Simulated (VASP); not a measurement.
# PbSe (I4mm) in VASP: notebook

PbSe is run at these levels: PBE; tasks: single point.

Program: VASP 6.6.1. These are calculated values, not measurements. Logs are shortened: lines on timing, memory, paths and dates and some standing lists are left out, and cuts for length are marked.

## (1) The cell of the first run

The structure is tetragonal, space group I4mm (No. 107). The conventional cell has a = 4.331 Å, b = 4.331 Å, c = 6.124 Å, α = 90.00°, β = 90.00°, γ = 90.00°. Within 3.7 Å of Pb (site symmetry 4mm) lie 6 Se at 2.81 to 3.31 Å. Within 3.7 Å of Se (site symmetry 4mm) lie 6 Pb at 2.81 to 3.31 Å.

## (2) Single point, PBE

Input file INCAR:

```
ALGO = Normal
EDIFF = 1E-6
ENCUT = 520
GGA = PE
ISIF = 2
ISMEAR = 0
LASPH = True
LCHARG = False
LREAL = False
LWAVE = False
NBANDS = 17
NELM = 100
PREC = Accurate
SIGMA = 0.03
```

Input file KPOINTS:

```
k-points
0
Gamma
  10 10 10
```

Input file POSCAR:

```
PbSe
1.0
    0.0000000000      3.0621500000      3.0621500000
    3.0621500000      0.0000000000      3.0621500000
    3.0621500000      3.0621500000      0.0000000000
Pb Se
1 1
Direct
    0.0000000000      0.0000000000      0.0000000000
    0.5408209918      0.5408209918      0.4591790082
```

Potentials or basis: VASP PAW PBE potentials, release 64 (Pb_d, Se).

The run is started by

```
> cat potpaw_PBE.64/Pb_d/POTCAR potpaw_PBE.64/Se/POTCAR > POTCAR
> mpirun -np 1 vasp_std > vasp.out
```

OUTCAR:

```text
EDIFF = 1E-6
   ENCUT = 520
   GGA = PE
   ISIF = 2
   ISMEAR = 0
   LASPH = True
   LREAL = False
   NELM = 100
   PREC = Accurate

 ion  position               nearest neighbor table
   1  0.000  0.000  0.000-   2 2.81   2 3.07   2 3.07   2 3.07   2 3.07   2 3.31
   2  0.541  0.541  0.459-   1 2.81   1 3.07   1 3.07   1 3.07   1 3.07   1 3.31

  LATTYP: Found a face centered cubic cell.
 ALAT       =     6.1243000000

  Lattice vectors:

 A1 = (   0.0000000000,   3.0621500000,   3.0621500000)
 A2 = (   3.0621500000,   0.0000000000,   3.0621500000)
 A3 = (   3.0621500000,   3.0621500000,   0.0000000000)

Analysis of symmetry for initial positions (statically):
=====================================================================
 Subroutine PRICEL returns:
 Original cell was already a primitive cell.

 Routine SETGRP: Setting up the symmetry group for a
 face centered cubic supercell.

 Subroutine GETGRP returns: Found  8 space group operations
 (whereof  8 operations were pure point group operations)
 out of a pool of 48 trial point group operations.

The static configuration has the point symmetry C_4v.

Analysis of symmetry for dynamics (positions and initial velocities):
=====================================================================
 Subroutine PRICEL returns:
 Original cell was already a primitive cell.

 Routine SETGRP: Setting up the symmetry group for a
 face centered cubic supercell.

 Subroutine GETGRP returns: Found  8 space group operations
 (whereof  8 operations were pure point group operations)
 out of a pool of 48 trial point group operations.

The dynamic configuration has the point symmetry C_4v.

 Subroutine INISYM returns: Found  8 space group operations
 (whereof  8 operations are pure point group operations),
 and found     1 'primitive' translations

----------------------------------------------------------------------------------------

                                     Primitive cell

  volume of cell :      57.4261

  direct lattice vectors                    reciprocal lattice vectors
     0.000000000  3.062150000  3.062150000    -0.163283967  0.163283967  0.163283967
     3.062150000  0.000000000  3.062150000     0.163283967 -0.163283967  0.163283967
     3.062150000  3.062150000  0.000000000     0.163283967  0.163283967 -0.163283967

  length of vectors
     4.330534060  4.330534060  4.330534060     0.282816127  0.282816127  0.282816127

  position of ions in fractional coordinates (direct lattice)
     0.000000000  0.000000000  0.000000000
     0.540820992  0.540820992  0.459179008

  ion indices of the primitive-cell ions
   primitive index   ion index
                 1           1
                 2           2

----------------------------------------------------------------------------------------

 KPOINTS: k-points

Automatic generation of k-mesh.
 Grid dimensions read from file:
 generate k-points for:   10   10   10

 Generating k-lattice:

  Cartesian coordinates                     Fractional coordinates (reciprocal lattice)
    -0.016328397  0.016328397  0.016328397     0.100000000  0.000000000  0.000000000
     0.016328397 -0.016328397  0.016328397     0.000000000  0.100000000  0.000000000
     0.016328397  0.016328397 -0.016328397     0.000000000  0.000000000  0.100000000

  Length of vectors
     0.028281613  0.028281613  0.028281613

  Shift w.r.t. Gamma in fractional coordinates (k-lattice)
     0.000000000  0.000000000  0.000000000

 Subroutine IBZKPT returns following result:
 ===========================================

 Found    102 irreducible k-points:

 Following reciprocal coordinates:
            Coordinates               Weight
  0.000000  0.000000  0.000000      1.000000
  0.100000  0.000000  0.000000      8.000000
  0.200000  0.000000  0.000000      8.000000
  0.300000  0.000000  0.000000      8.000000
  0.400000  0.000000  0.000000      8.000000
  0.500000  0.000000  0.000000      4.000000
[... 16 lines left out ...]
 -0.100000  0.100000  0.000000      4.000000
  0.000000 -0.100000  0.100000      8.000000
 [... further k-points ...]
   k-points           NKPTS =    102   k-points in BZ     NKDIM =    102   number of bands    NBANDS=     17
   number of dos      NEDOS =    301   number of ions     NIONS =      2
   total plane-waves  NPLWV =  32768
   dimension x,y,z NGX =    32 NGY =   32 NGZ =   32
   dimension x,y,z NGXF=    64 NGYF=   64 NGZF=   64
   ions per type =               1   1
   NGX,Y,Z   is equivalent  to a cutoff of  12.28, 12.28, 12.28 a.u.
   NGXF,Y,Z  is equivalent  to a cutoff of  24.57, 24.57, 24.57 a.u.
 SYSTEM =  unknown system
   PREC   = accura    normal or accurate (medium, high low for compatibility)
   ISTART =      0    job   : 0-new  1-cont  2-samecut
   ICHARG =      2    charge: 1-file 2-atom 10-const
   ISPIN  =      1    spin polarized calculation?
   LNONCOLLINEAR =      F non collinear calculations
   LSORBIT =      F    spin-orbit coupling
   LASPH  =      T    aspherical Exc in radial PAW
   ENCUT  =  520.0 eV  38.22 Ry    6.18 a.u.   8.05  8.05  8.05*2*pi/ulx,y,z
   NELM   =    100;   NELMIN=  2; NELMDL= -5     # of ELM steps
   EDIFF  = 0.1E-05   stopping-criterion for ELM
   LREAL  =      F    real-space projection
   EDIFFG = 0.1E-04   stopping-criterion for IOM
   NSW    =      0    number of steps for IOM
   IBRION =     -1    ionic relax: 0-MD 1-quasi-New 2-CG
   NFREE  =      0    steps in history (QN), initial steepest desc. (CG)
   ISIF   =      2    stress and relaxation
   ISYM   =      2    0-nonsym 1-usesym 2-fastsym
   POTIM  = 0.5000    time-step for ionic-motion
   TEBEG  =    0.0;   TEEND  =   0.0 temperature during run
   PSTRESS=    0.0 pullay stress
   NELECT =      20.0000    total number of electrons
   NUPDOWN=      -1.0000    fix difference up-down
   EMIN   =  10.00;   EMAX   =-10.00  energy-range for DOS
   EFERMI =   0.00;   METHOD = LEGACY
   ISMEAR =     0;   SIGMA  =   0.03  broadening in eV -4-tet -1-fermi 0-gaus
   EFERMI_NEDOS =   21; number of points for ismear=-14 and -15
   IALGO  =     38    algorithm
   IMIX   =      4    mixing-type and parameters
     AMIX     =   0.40;   BMIX     =  1.00
     AMIX_MAG =   1.60;   BMIX_MAG =  1.00
  volume/ion in A,a.u.               =      28.71       193.77
  Fermi-wavevector in a.u.,A,eV,Ry     =   1.151812  2.176610 18.050462  1.326672
  Thomas-Fermi vector in A             =   2.288467
   LORBIT       =      0    0 simple, 1 ext, 2 COOP (PROOUT), +10 PAW based schemes
   GGA     = PE    functional components
   LHFCALC =     F    Hartree Fock is set to
   AEXX    =    0.0000 exact exchange contribution
   IVDW    =     0    specifies the selected vdW correction
   LEPSILON=     F    determine dielectric tensor
   LRPA    =     F    only Hartree local field effects (RPA)
 non-spin polarized calculation
 Gauss-broadening in eV      SIGMA  =   0.03
  energy-cutoff  :      520.00
  volume of cell :       57.43
 maximum number of plane-waves:      1572
   NGX = 17   NGY = 17   NGZ = 17

 number of electron      19.9999999 magnetization

 Free energy of the ion-electron system (eV)
  ---------------------------------------------------
  ext. energy  EPLUGINS =         0.00000000
  ---------------------------------------------------
  free energy    TOTEN  =        -8.14483334 eV

  energy without entropy =       -8.14483334  energy(sigma->0) =       -8.14483334

 E-fermi :   5.0061     XC(G=0):  -9.5097

 val. band max:        4.8170208833   @ k =   0.5000   0.0000   0.0000
 cond. band min:       5.6296524655   @ k =   0.5000   0.0000   0.0000
 fundamental gap:      0.8126315822
 Fermi energy:         5.0061150325

 k-point     1 :       0.0000    0.0000    0.0000
  band No.  band energies     occupation
      1     -11.7581      2.00000
      2     -11.7556      2.00000
      3     -11.7531      2.00000
      4     -11.7471      2.00000
      5     -11.7471      2.00000
      6      -8.6035      2.00000
[... 9 lines left out ...]
     16      11.9127      0.00000
     17      13.2307      0.00000

 k-point     2 :       0.1000    0.0000    0.0000
  band No.  band energies     occupation
      1     -11.7592      2.00000
      2     -11.7558      2.00000
      3     -11.7550      2.00000
      4     -11.7456      2.00000
      5     -11.7443      2.00000
      6      -8.5268      2.00000
[... 9 lines left out ...]
     16      11.9900      0.00000
     17      13.9902      0.00000

 k-point     3 :       0.2000    0.0000    0.0000
  band No.  band energies     occupation
      1     -11.7670      2.00000
      2     -11.7607      2.00000
      3     -11.7526      2.00000
      4     -11.7400      2.00000
      5     -11.7361      2.00000
      6      -8.3088      2.00000
[... 9 lines left out ...]
     16      12.4258      0.00000
     17      15.4349      0.00000

 k-point     4 :       0.3000    0.0000    0.0000
  band No.  band energies     occupation
      1     -11.7765      2.00000
      2     -11.7679      2.00000
      3     -11.7507      2.00000
      4     -11.7311      2.00000
      5     -11.7257      2.00000
      6      -7.9933      2.00000
[... 9 lines left out ...]
     16      13.2492      0.00000
     17      16.8571      0.00000
[... 343 lines left out ...]
      1     -11.7744      2.00000
      2     -11.7618      2.00000
      3     -11.7532      2.00000
      4     -11.7383      2.00000
      5     -11.7284      2.00000
      6      -8.1469      2.00000
[... 9 lines left out ...]
     16      13.4892      0.00000
     17      15.0125      0.00000

 k-point    23 :      -0.1000    0.1000    0.0000
  band No.  band energies     occupation
      1     -11.7631      2.00000
      2     -11.7595      2.00000
      3     -11.7487      2.00000
      4     -11.7452      2.00000
      5     -11.7421      2.00000
      6      -8.4033      2.00000
[... 9 lines left out ...]
     16      12.5975      0.00000
     17      14.1102      0.00000

 k-point    24 :       0.0000   -0.1000    0.1000
  band No.  band energies     occupation
      1     -11.7648      2.00000
      2     -11.7562      2.00000
      3     -11.7561      2.00000
      4     -11.7442      2.00000
      5     -11.7372      2.00000
      6      -8.4014      2.00000
[... 9 lines left out ...]
     16      12.5422      0.00000
     17      14.1023      0.00000

 [... further k-points ...]
[... 5 lines left out ...]
  --------------------------------------------------------------------------------------
  -------------------------------------------------------------------------------------
  Total        0.8427559      0.8427559      1.8299363      0.0000000      0.0000000      0.0000000
  in kB       23.5127273     23.5127273     51.0548713      0.0000000      0.0000000      0.0000000
  external PRESSURE =      32.6934419 kB  Pullay stress =       0.0000000 kB

 VOLUME and BASIS-vectors are now :
 -----------------------------------------------------------------------------
  energy-cutoff  :      520.00
  volume of cell :       57.43
      direct lattice vectors                 reciprocal lattice vectors
     0.000000000  3.062150000  3.062150000    -0.163283967  0.163283967  0.163283967
     3.062150000  0.000000000  3.062150000     0.163283967 -0.163283967  0.163283967
     3.062150000  3.062150000  0.000000000     0.163283967  0.163283967 -0.163283967

 POSITION                                       TOTAL-FORCE (eV/Angst)
 -----------------------------------------------------------------------------------
      0.00000      0.00000      0.00000         0.000000      0.000000      0.376221
      3.06215      3.06215      3.31215         0.000000      0.000000     -0.376221
 -----------------------------------------------------------------------------------
    total drift:                                0.000000      0.000000     -0.000105

  FREE ENERGIE OF THE ION-ELECTRON SYSTEM (eV)
  ---------------------------------------------------
  free  energy   TOTEN  =        -8.1448333422 eV

  energy  without entropy=       -8.1448333422  energy(sigma->0) =       -8.14483334
```

Wall time 50 s (1 thread of Intel Xeon Platinum 8259CL at 2.50GHz (Skylake/Cascade Lake), shared host); peak memory 0.24 GiB.

What came out:

* Free energy: -8.1448 eV
* Pressure: 3.3 GPa
* Largest force: 0.376 eV/Å
* Band gap on the k mesh: 0.81 eV, direct

Forces on the atoms (eV/Å):
```
Pb   0.000  0.000  0.376
Se   0.000  0.000 -0.376
```

Stress tensor (GPa, compression positive):
```
2.35 0.00 0.00
0.00 2.35 0.00
0.00 0.00 5.11
```

Caveat: the cell differs from its parent crystal (all Se atoms moved -0.250 Å, as atom 2 towards its neighbour atom 1 (Pb) at 3.062 Å); spin-orbit coupling is left out, which moves the levels of the heavy elements.

## (3) Single point, PBE

Input file INCAR:

```
SYSTEM = PbSe
ALGO = Normal
EDIFF = 1E-6
ENCUT = 520
GGA = PE
ISIF = 2
ISMEAR = 0
LASPH = .TRUE.
LCHARG = .FALSE.
LREAL = .FALSE.
LWAVE = .FALSE.
NBANDS = 17
NELM = 100
PREC = Accurate
SIGMA = 0.03
```

Input file KPOINTS:

```
k-points
0
G
  10 10 10
  0 0 0
```

POSCAR, as its differences from that of step 2:

```diff
@@ -9,2 +9,2 @@
     0.0000000000      0.0000000000      0.0000000000
-    0.5408209918      0.5408209918      0.4591790082
+    0.4795895041      0.4795895041      0.5204104959
```

Potentials or basis: VASP PAW PBE potentials, release 64 (Pb_d, Se).

The run is started by

```
> cat potpaw_PBE.64/Pb_d/POTCAR potpaw_PBE.64/Se/POTCAR > POTCAR
> mpirun -np 1 vasp_std > vasp.out
```

OUTCAR:

```text
SYSTEM = PbSe
   EDIFF = 1E-6
   ENCUT = 520
   GGA = PE
   ISIF = 2
   ISMEAR = 0
   LASPH = .TRUE.
   LREAL = .FALSE.
   NELM = 100
   PREC = Accurate

 ion  position               nearest neighbor table
   1  0.000  0.000  0.000-   2 2.94   2 3.06   2 3.06   2 3.06   2 3.06   2 3.19
   2  0.480  0.480  0.520-   1 2.94   1 3.06   1 3.06   1 3.06   1 3.06   1 3.19

  LATTYP: Found a face centered cubic cell.
 ALAT       =     6.1243000000

  Lattice vectors:

[... 668 lines left out ...]

  FORCE on cell =-STRESS in cart. coord.  units (eV):
  Direction    XX          YY          ZZ          XY          YZ          ZX
  --------------------------------------------------------------------------------------
  -------------------------------------------------------------------------------------
  Total        0.8342699      0.8342699      1.0735153      0.0000000     -0.0000000      0.0000000
  in kB       23.2759702     23.2759702     29.9508712      0.0000000     -0.0000000      0.0000000
  external PRESSURE =      25.5009372 kB  Pullay stress =       0.0000000 kB

 VOLUME and BASIS-vectors are now :
 -----------------------------------------------------------------------------
  energy-cutoff  :      520.00
  volume of cell :       57.43
      direct lattice vectors                 reciprocal lattice vectors
     0.000000000  3.062150000  3.062150000    -0.163283967  0.163283967  0.163283967
     3.062150000  0.000000000  3.062150000     0.163283967 -0.163283967  0.163283967
     3.062150000  3.062150000  0.000000000     0.163283967  0.163283967 -0.163283967

 POSITION                                       TOTAL-FORCE (eV/Angst)
 -----------------------------------------------------------------------------------
      0.00000      0.00000      0.00000         0.000000      0.000000     -0.109855
      3.06215      3.06215      2.93715         0.000000      0.000000      0.109855
 -----------------------------------------------------------------------------------
    total drift:                               -0.000000     -0.000000      0.000065

  FREE ENERGIE OF THE ION-ELECTRON SYSTEM (eV)
  ---------------------------------------------------
  free  energy   TOTEN  =        -8.1729130717 eV

  energy  without entropy=       -8.1729130717  energy(sigma->0) =       -8.17291307
```

stdout:

```text
POSCAR found type information on POSCAR PbSe
 POSCAR found :  2 types and       2 ions
 scaLAPACK will be used
 LDA part: xc-table for (Slater+PW92), standard interpolation
 POSCAR, INCAR and KPOINTS ok, starting setup
 FFT: planning ... GRIDC
 FFT: planning ... GRID_SOFT
 FFT: planning ... GRID
 WAVECAR not read
 entering main loop
```

Wall time 49 s (1 thread of Intel Xeon Platinum 8259CL at 2.50GHz (Skylake/Cascade Lake), shared host); peak memory 0.24 GiB.

What came out:

| Item | Value |
| --- | --- |
| Free energy | -8.1729 eV |
| Pressure | 2.6 GPa |
| Largest force | 0.110 eV/Å |
| Band gap on the k mesh | 0.48 eV, direct |

Forces on the atoms (eV/Å):
```
Pb   0.000  0.000 -0.110
Se   0.000  0.000  0.110
```

Caveat: the cell differs from its parent crystal (all Se atoms moved +0.125 Å, as atom 2 towards its neighbour atom 1 (Pb) at 3.062 Å); spin-orbit coupling is left out, which moves the levels of the heavy elements. A k mesh can miss the band edges.
